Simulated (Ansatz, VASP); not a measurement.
**Two plane-wave programs on AlN**

```
CELL_PARAMETERS angstrom
0.00000 1.95578 1.95578
1.95578 0.00000 1.95578
1.95578 1.95578 0.00000
ATOMIC_POSITIONS crystal
Al 0.00000 0.00000 0.00000
N 0.50000 0.50000 0.50000
```

Alike in both runs: task single point; functional LDA; k mesh 8 × 8 × 8; no spin polarisation.

|  | VASP | Ansatz |
| --- | --- | --- |
| version | VASP 6.6.1 | Ansatz 0.2.0 |
| potentials or method | VASP PAW LDA potentials, release 64 (Al, N), cutoff 600 eV | plane waves, PAW |
| occupations | gaussian, width 0.01 eV | fixed |
| valence electrons in the cell | 8 | 8 |

|  | VASP | Ansatz | Ansatz less VASP |
| --- | --- | --- | --- |
| pressure (GPa) | 25.0 | 24.2 | -0.81 |

LDA's correlation is that of Perdew and Zunger in VASP and of Perdew and Wang (1992) in Ansatz.
